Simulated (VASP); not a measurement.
# Pb (Pm-3m) in VASP: a series of runs, part 2 of 2

VASP 6.6.1.

## Step 4: Single point, BLYP (volume scaled by 1.08)

INCAR

```
SYSTEM = Pb
PREC = Accurate
ENCUT = 520
EDIFF = 1E-6
ISMEAR = -1
SIGMA = 0.1
LREAL = .False.
LASPH = .True.
NELM = 100
ALGO = Normal
ISIF = 2
LWAVE = .False.
LCHARG = .True.
GGA = B5
ALDAX = 1.0
AGGAX = 1.0
AGGAC = 1.0
ALDAC = 0.0
LELF = .True.
LVHAR = .True.
NBANDS = 13
```

KPOINTS

```
Automatic mesh
0
Gamma
  15 15 15
  0 0 0
```

POSCAR

```
Pb
1.0
    3.4316701646      0.0000000000      0.0000000000
    0.0000000000      3.4316701646      0.0000000000
    0.0000000000      0.0000000000      3.4316701646
Pb
1
Direct
    0.0000000000      0.0000000000      0.0000000000
```

Potentials or basis: VASP PAW PBE potentials, release 64 (Pb_d).

Run with:

```
$ cat potpaw_PBE.64/Pb_d/POTCAR > POTCAR
$ mpirun -np 1 vasp_std > vasp.out
```

OUTCAR:

```text
SYSTEM = Pb
   PREC = Accurate
   ENCUT = 520
   EDIFF = 1E-6
   ISMEAR = -1
   LREAL = .False.
   LASPH = .True.
   NELM = 100
   ISIF = 2
   GGA = B5

 ion  position               nearest neighbor table
   1  0.000  0.000  0.000-

  LATTYP: Found a simple cubic cell.
 ALAT       =     3.4316701646

  Lattice vectors:

 A1 = (   3.4316701646,   0.0000000000,   0.0000000000)
 A2 = (   0.0000000000,   3.4316701646,   0.0000000000)
 A3 = (   0.0000000000,   0.0000000000,   3.4316701646)

Analysis of symmetry for initial positions (statically):
=====================================================================
 Subroutine PRICEL returns:
 Original cell was already a primitive cell.

 Routine SETGRP: Setting up the symmetry group for a
 simple cubic supercell.

 Subroutine GETGRP returns: Found 48 space group operations
 (whereof 48 operations were pure point group operations)
 out of a pool of 48 trial point group operations.

The static configuration has the point symmetry O_h .

Analysis of symmetry for dynamics (positions and initial velocities):
[... 167 lines left out ...]
      2     -12.2799      2.00000
      3     -11.9322      2.00000
      4     -11.9322      2.00000
      5     -11.9322      2.00000
      6      -5.6025      2.00000
      7       8.8643      0.00000
      8       8.8643      0.00000
      9       8.8643      0.00000
     10      11.7976      0.00000
     11      13.3128      0.00000
     12      13.3128      0.00000
     13      21.6579      0.00000
[... 354 lines left out ...]
  band No.  band energies     occupation
      1     -12.2082      2.00000
      2     -12.0400      2.00000
      3     -12.0274      2.00000
      4     -11.9970      2.00000
      5     -11.9574      2.00000
      6      -4.0652      2.00000
      7       3.5044      1.99998
      8       6.6354      0.00000
      9      10.5090      0.00000
     10      13.0921      0.00000
     11      14.3179      0.00000
     12      17.7168      0.00000
     13      18.4501      0.00000

 [... further k-points ...]

------------------------ aborting loop because EDIFF is reached ----------------------------------------

  FORCE on cell =-STRESS in cart. coord.  units (eV):
  Direction    XX          YY          ZZ          XY          YZ          ZX
  --------------------------------------------------------------------------------------
  -------------------------------------------------------------------------------------
  Total       -0.4298131     -0.4298131     -0.4298131      0.0000000      0.0000000      0.0000000
  in kB      -17.0401563    -17.0401563    -17.0401563      0.0000000      0.0000000      0.0000000
  external PRESSURE =     -17.0401563 kB  Pullay stress =       0.0000000 kB

 VOLUME and BASIS-vectors are now :
 -----------------------------------------------------------------------------
  energy-cutoff  :      520.00
  volume of cell :       40.41
      direct lattice vectors                 reciprocal lattice vectors
     3.431670165  0.000000000  0.000000000     0.291403297  0.000000000  0.000000000
     0.000000000  3.431670165  0.000000000     0.000000000  0.291403297  0.000000000
     0.000000000  0.000000000  3.431670165     0.000000000  0.000000000  0.291403297

 POSITION                                       TOTAL-FORCE (eV/Angst)
 -----------------------------------------------------------------------------------
      0.00000      0.00000      0.00000         0.000000      0.000000      0.000000
 -----------------------------------------------------------------------------------
    total drift:                               -0.000000     -0.000000     -0.000000

  FREE ENERGIE OF THE ION-ELECTRON SYSTEM (eV)
  ---------------------------------------------------
  free  energy   TOTEN  =        -2.7652188507 eV

  energy  without entropy=       -2.7349149584  energy(sigma->0) =       -2.75006690
```

OSZICAR:

```text
N       E                     dE             d eps       ncg     rms          rms(c)
DAV:   1     0.112366263472E+03    0.11237E+03   -0.70036E+03  3140   0.114E+03
DAV:   2     0.310586442547E+01   -0.10926E+03   -0.10627E+03  3300   0.300E+02
DAV:   3    -0.262745332711E+01   -0.57333E+01   -0.57158E+01  3858   0.762E+01
DAV:   4    -0.277777778176E+01   -0.15032E+00   -0.15030E+00  3849   0.141E+01
DAV:   5    -0.278473844033E+01   -0.69607E-02   -0.69605E-02  4253   0.273E+00    0.803E-01
DAV:   6    -0.276609737761E+01    0.18641E-01   -0.37454E-02  3950   0.337E+00    0.340E-01
DAV:   7    -0.276473504883E+01    0.13623E-02   -0.12885E-02  4000   0.186E+00    0.108E-01
DAV:   8    -0.276522843291E+01   -0.49338E-03   -0.95276E-04  3525   0.384E-01    0.173E-02
DAV:   9    -0.276521980407E+01    0.86288E-05   -0.46230E-05  4083   0.105E-01    0.767E-03
DAV:  10    -0.276521869325E+01    0.11108E-05   -0.68771E-06  3450   0.220E-02    0.833E-04
DAV:  11    -0.276521885075E+01   -0.15750E-06   -0.18214E-07  2485   0.434E-03
   1 F= -.27652189E+01 E0= -.27500669E+01  d E =-.303039E-01
```

stdout:

```text
POSCAR found type information on POSCAR Pb
 POSCAR found :  1 types and       1 ions
 scaLAPACK will be used
 -----------------------------------------------------------------------------
|                                                                             |
|                                                                             |
|     You enforced a specific xc type in the INCAR file but a different       |
|     I HOPE YOU KNOW WHAT YOU ARE DOING!                                     |
|                                                                             |
 -----------------------------------------------------------------------------

 LDA part: xc-table for (Slater(with rela. corr.)+VWN5), standard interpolation
 POSCAR, INCAR and KPOINTS ok, starting setup
 FFT: planning ... GRIDC
 FFT: planning ... GRID_SOFT
 FFT: planning ... GRID
 WAVECAR not read
 entering main loop
```

It took 21 s on 1 thread of Intel Xeon 6975P-C (Granite Rapids), shared host; peak memory 0.2 GiB.

Results:

* Free energy: -2.7652 eV
* Pressure: -1.7 GPa
* Band gap on the k mesh: zero (band 7 reaches 8.86 eV, above the bottom of band 8 at 3.34 eV)

Caveat: the cell differs from its parent crystal (volume scaled by 1.08); the PAW data sets were made with another functional, which shifts forces and pressure a little; spin-orbit coupling is left out, which moves the levels of the heavy elements.

## Step 5: Relaxation of cell and atoms, BLYP

This run uses another cell than the first one, of 32.76 Å³/atom, 0.912 times its volume.

INCAR

```
  PREC = Accurate
  ENCUT = 600
  EDIFF = 1E-6
  ISMEAR = -1
  SIGMA = 0.1
  LREAL = False
  LASPH = True
  NELM = 60
  ALGO = Normal
  ISIF = 3
  LWAVE = False
  LCHARG = False
  GGA = B5
  ALDAX = 1.0
  AGGAX = 1.0
  AGGAC = 1.0
  ALDAC = 0.0
  IBRION = 2
  NSW = 80
  EDIFFG = -0.01
```

KPOINTS

```
Automatic mesh
0
Gamma
  10 10 10
```

POSCAR

```
Pb
1.0
    3.1996586799      0.0000000000      0.0000000000
    0.0000000000      3.1996586799      0.0000000000
    0.0000000000      0.0000000000      3.1996586799
Pb
1
Direct
    0.0000000000      0.0000000000      0.0000000000
```

Potentials or basis: VASP PAW PBE potentials, release 64 (Pb_d).

Run with:

```
$ cat potpaw_PBE.64/Pb_d/POTCAR > POTCAR
$ mpirun -np 1 vasp_std > vasp.out
```

OUTCAR:

```text
PREC = Accurate
   ENCUT = 600
   EDIFF = 1E-6
   ISMEAR = -1
   LREAL = False
   LASPH = True
   NELM = 60
   ISIF = 3
   GGA = B5
   IBRION = 2
   NSW = 80
   EDIFFG = -0.01

 ion  position               nearest neighbor table
   1  0.000  0.000  0.000-

  LATTYP: Found a simple cubic cell.
 ALAT       =     3.1996586799

  Lattice vectors:

 A1 = (   3.1996586799,   0.0000000000,   0.0000000000)
 A2 = (   0.0000000000,   3.1996586799,   0.0000000000)
 A3 = (   0.0000000000,   0.0000000000,   3.1996586799)

Analysis of symmetry for initial positions (statically):
=====================================================================
 Subroutine PRICEL returns:
 Original cell was already a primitive cell.

 Routine SETGRP: Setting up the symmetry group for a
 simple cubic supercell.

 Subroutine GETGRP returns: Found 48 space group operations
 (whereof 48 operations were pure point group operations)
 out of a pool of 48 trial point group operations.

The static configuration has the point symmetry O_h .

Analysis of symmetry for dynamics (positions and initial velocities):
=====================================================================
 Subroutine PRICEL returns:
 Original cell was already a primitive cell.

 Routine SETGRP: Setting up the symmetry group for a
 simple cubic supercell.

 Subroutine GETGRP returns: Found 48 space group operations
 (whereof 48 operations were pure point group operations)
 out of a pool of 48 trial point group operations.

The dynamic configuration has the point symmetry O_h .

 Subroutine INISYM returns: Found 48 space group operations
 (whereof 48 operations are pure point group operations),
 and found     1 'primitive' translations

----------------------------------------------------------------------------------------

                                     Primitive cell

  volume of cell :      32.7575

  direct lattice vectors                    reciprocal lattice vectors
     3.199658680  0.000000000  0.000000000     0.312533336  0.000000000  0.000000000
     0.000000000  3.199658680  0.000000000     0.000000000  0.312533336  0.000000000
     0.000000000  0.000000000  3.199658680     0.000000000  0.000000000  0.312533336

  length of vectors
     3.199658680  3.199658680  3.199658680     0.312533336  0.312533336  0.312533336

  position of ions in fractional coordinates (direct lattice)
     0.000000000  0.000000000  0.000000000

  ion indices of the primitive-cell ions
   primitive index   ion index
                 1           1

----------------------------------------------------------------------------------------

 KPOINTS: Automatic mesh

Automatic generation of k-mesh.
 Grid dimensions read from file:
 generate k-points for:   10   10   10

 Generating k-lattice:

  Cartesian coordinates                     Fractional coordinates (reciprocal lattice)
     0.031253334  0.000000000  0.000000000     0.100000000  0.000000000  0.000000000
     0.000000000  0.031253334  0.000000000     0.000000000  0.100000000  0.000000000
     0.000000000  0.000000000  0.031253334     0.000000000  0.000000000  0.100000000

  Length of vectors
     0.031253334  0.031253334  0.031253334

  Shift w.r.t. Gamma in fractional coordinates (k-lattice)
     0.000000000  0.000000000  0.000000000

 Subroutine IBZKPT returns following result:
 ===========================================

 Found     56 irreducible k-points:

 Following reciprocal coordinates:
            Coordinates               Weight
  0.000000  0.000000  0.000000      1.000000
  0.100000  0.000000  0.000000      6.000000
  0.200000  0.000000  0.000000      6.000000
  0.300000  0.000000  0.000000      6.000000
  0.400000  0.000000  0.000000      6.000000
  0.500000  0.000000  0.000000      3.000000
[... 16 lines left out ...]
  0.200000  0.100000  0.100000     24.000000
  0.300000  0.100000  0.100000     24.000000
 [... further k-points ...]
   k-points           NKPTS =     56   k-points in BZ     NKDIM =     56   number of bands    NBANDS=     11
   number of dos      NEDOS =    301   number of ions     NIONS =      1
   total plane-waves  NPLWV =  21952
   dimension x,y,z NGX =    28 NGY =   28 NGZ =   28
   dimension x,y,z NGXF=    56 NGYF=   56 NGZF=   56
   ions per type =               1
   NGX,Y,Z   is equivalent  to a cutoff of  14.55, 14.55, 14.55 a.u.
   NGXF,Y,Z  is equivalent  to a cutoff of  29.10, 29.10, 29.10 a.u.
 SYSTEM =  unknown system
   PREC   = accura    normal or accurate (medium, high low for compatibility)
   ISTART =      0    job   : 0-new  1-cont  2-samecut
   ICHARG =      2    charge: 1-file 2-atom 10-const
   ISPIN  =      1    spin polarized calculation?
   LNONCOLLINEAR =      F non collinear calculations
   LSORBIT =      F    spin-orbit coupling
   LASPH  =      T    aspherical Exc in radial PAW
   ENCUT  =  600.0 eV  44.10 Ry    6.64 a.u.   6.39  6.39  6.39*2*pi/ulx,y,z
   NELM   =     60;   NELMIN=  2; NELMDL= -5     # of ELM steps
   EDIFF  = 0.1E-05   stopping-criterion for ELM
   LREAL  =      F    real-space projection
   EDIFFG = -.1E-01   stopping-criterion for IOM
   NSW    =     80    number of steps for IOM
   IBRION =      2    ionic relax: 0-MD 1-quasi-New 2-CG
   NFREE  =      1    steps in history (QN), initial steepest desc. (CG)
   ISIF   =      3    stress and relaxation
   ISYM   =      2    0-nonsym 1-usesym 2-fastsym
   POTIM  = 0.5000    time-step for ionic-motion
   TEBEG  =    0.0;   TEEND  =   0.0 temperature during run
   PSTRESS=    0.0 pullay stress
   NELECT =      14.0000    total number of electrons
   NUPDOWN=      -1.0000    fix difference up-down
   EMIN   =  10.00;   EMAX   =-10.00  energy-range for DOS
   EFERMI =   0.00;   METHOD = LEGACY
   ISMEAR =    -1;   SIGMA  =   0.10  broadening in eV -4-tet -1-fermi 0-gaus
   EFERMI_NEDOS =   21; number of points for ismear=-14 and -15
   IALGO  =     38    algorithm
   IMIX   =      4    mixing-type and parameters
     AMIX     =   0.40;   BMIX     =  1.00
     AMIX_MAG =   1.60;   BMIX_MAG =  1.00
  volume/ion in A,a.u.               =      32.76       221.06
  Fermi-wavevector in a.u.,A,eV,Ry     =   1.233144  2.330305 20.689625  1.520645
  Thomas-Fermi vector in A             =   2.367886
   LORBIT       =      0    0 simple, 1 ext, 2 COOP (PROOUT), +10 PAW based schemes
   GGA     = B5    functional components
   LHFCALC =     F    Hartree Fock is set to
   AEXX    =    0.0000 exact exchange contribution
   IVDW    =     0    specifies the selected vdW correction
   LEPSILON=     F    determine dielectric tensor
   LRPA    =     F    only Hartree local field effects (RPA)
 conjugate gradient relaxation of ions
 non-spin polarized calculation
  energy-cutoff  :      600.00
  volume of cell :       32.76
 maximum number of plane-waves:      1108
 NGX is ok and might be reduce to    28
   NGX = 13   NGY = 13   NGZ = 13

--------------------------------------- Ionic step        1  -------------------------------------------

 number of electron      14.0000004 magnetization

 Free energy of the ion-electron system (eV)
  ---------------------------------------------------
  ext. energy  EPLUGINS =         0.00000000
  ---------------------------------------------------
  free energy    TOTEN  =        -2.72287846 eV

  energy without entropy =       -2.70251048  energy(sigma->0) =       -2.71269447

 E-fermi :   6.6859     XC(G=0):  -9.1029

 val. band max:        6.6358697880   @ k =   0.4000   0.4000   0.3000
 cond. band min:       6.7662203580   @ k =   0.3000   0.3000   0.1000
 fundamental gap:      0.1303505700
 Fermi energy:         6.6858526034

 k-point     1 :       0.0000    0.0000    0.0000
  band No.  band energies     occupation
      1     -10.5462      2.00000
      2     -10.5462      2.00000
      3      -9.9101      2.00000
      4      -9.9101      2.00000
      5      -9.9101      2.00000
      6      -4.7242      2.00000
      7      11.6532      0.00000
      8      11.6532      0.00000
      9      11.6532      0.00000
     10      15.2203      0.00000
     11      16.3579      0.00000
[... 389 lines left out ...]
  energy  without entropy=       -2.7646266652  energy(sigma->0) =       -2.77698360

--------------------------------------- Ionic step        3  -------------------------------------------

 number of electron      14.0000007 magnetization

 Free energy of the ion-electron system (eV)
  ---------------------------------------------------
  ext. energy  EPLUGINS =         0.00000000
  ---------------------------------------------------
  free energy    TOTEN  =        -2.79022723 eV

  energy without entropy =       -2.76598438  energy(sigma->0) =       -2.77810581

 E-fermi :   5.3584     XC(G=0):  -8.5155

 val. band max:        5.3524205891   @ k =   0.3000   0.3000   0.1000
 cond. band min:       5.4884302244   @ k =   0.5000   0.4000   0.3000
 fundamental gap:      0.1360096353
 Fermi energy:         5.3584058168

 k-point     1 :       0.0000    0.0000    0.0000
  band No.  band energies     occupation
      1     -11.6708      2.00000
      2     -11.6708      2.00000
      3     -11.2346      2.00000
      4     -11.2346      2.00000
      5     -11.2346      2.00000
      6      -5.2927      2.00000
      7       9.8318      0.00000
      8       9.8318      0.00000
      9       9.8318      0.00000
     10      12.9794      0.00000
     11      14.3535      0.00000
[... 350 lines left out ...]
  FREE ENERGIE OF THE ION-ELECTRON SYSTEM (eV)
  ---------------------------------------------------
  free  energy   TOTEN  =        -2.7902272321 eV

  energy  without entropy=       -2.7659843802  energy(sigma->0) =       -2.77810581

 reached required accuracy - stopping structural energy minimisation
```

OSZICAR:

```text
N       E                     dE             d eps       ncg     rms          rms(c)
DAV:   1     0.110115690633E+03    0.11012E+03   -0.79899E+03  1238   0.160E+03
DAV:   2     0.210716144172E+01   -0.10801E+03   -0.10608E+03  1250   0.335E+02
DAV:   3    -0.262468480134E+01   -0.47318E+01   -0.47125E+01  1460   0.829E+01
DAV:   4    -0.274240850573E+01   -0.11772E+00   -0.11767E+00  1467   0.145E+01
[... 23 lines left out ...]
DAV:   4    -0.279019916523E+01   -0.89590E-05   -0.41343E-04  1253   0.221E-01    0.189E-02
DAV:   5    -0.279023406747E+01   -0.34902E-04   -0.15879E-04  1265   0.135E-01    0.119E-02
DAV:   6    -0.279022886238E+01    0.52051E-05   -0.15417E-05  1391   0.815E-02    0.250E-03
DAV:   7    -0.279022722820E+01    0.16342E-05   -0.18400E-06  1253   0.111E-02    0.573E-04
DAV:   8    -0.279022723208E+01   -0.38722E-08   -0.38493E-08   625   0.163E-03
   3 F= -.27902272E+01 E0= -.27781058E+01  d E =-.673488E-01
```

CONTCAR:

```text
Pb
   1.00000000000000
     3.3447547690074164    0.0000000000000000    0.0000000000000000
     0.0000000000000000    3.3447547690074164    0.0000000000000000
     0.0000000000000000    0.0000000000000000    3.3447547690074164
  Pb
     1
Direct
     0.0000000000000000    0.0000000000000000    0.0000000000000000

  0.00000000E+00  0.00000000E+00  0.00000000E+00
```

It took 28 s on 1 thread of Intel Xeon 6975P-C (Granite Rapids), shared host; peak memory 0.17 GiB.

Results:

```
Free energy                            : -2.7902 eV
Relaxed volume                         : 37.42 Å³/atom
Relaxed cell                           : a = 3.345 Å, b = 3.345 Å, c = 3.345 Å, α = 90.00°, β = 90.00°, γ = 90.00°
Space group after relaxing (to 0.05 Å) : Pm-3m (No. 221)
Energy gained by relaxing              : 67.3 meV/atom
Ionic steps                            : 3
Pressure after relaxing                : 0.0 GPa
Band gap on the k mesh                 : zero (band 7 reaches 9.83 eV, above the bottom of band 8 at 3.83 eV)
```

The path:
```
step  energy change (eV)  largest force (eV/Å)  pressure (GPa)  volume (Å³)
   1              0.0000                0.0000            5.23        32.76
   2             -0.0665                0.0000           -0.47        38.10
   3             -0.0673                0.0000            0.04        37.42
```

Final structure:
```yaml
crystal:
  lattice:
    - [3.34475, 0.00000, 0.00000]
    - [0.00000, 3.34475, 0.00000]
    - [0.00000, 0.00000, 3.34475]
  atoms:
    - { symbol: Pb, position: [0.00000, 0.00000, 0.00000] }
```

Caveat: the PAW data sets were made with another functional, which shifts forces and pressure a little; spin-orbit coupling is left out, which moves the levels of the heavy elements.

## Step 6: The runs side by side

```csv
task,cell,k mesh,cutoff (eV),gap on the mesh (eV),pressure (GPa)
single point,"a = 3.300 Å, 1 atom",15 × 15 × 15,520,none,1.4
single point,"a = 3.389 Å, 1 atom",15 × 15 × 15,520,none,-0.9
single point,"a = 3.432 Å, 1 atom",15 × 15 × 15,520,none,-1.7
relaxation of cell and atoms,"relaxed from a = 3.200 Å, 1 atom",10 × 10 × 10,600,none,0.0
```

Alike in all rows: level BLYP; potentials or basis VASP PAW PBE potentials, release 64 (Pb_d); no spin polarisation; smearing fermi-dirac 0.1 eV.

Caveats: the PAW data sets were made with another functional, which shifts forces and pressure a little; spin-orbit coupling is left out, which moves the levels of the heavy elements.

Absolute energies hang on the potentials; compare differences alone.
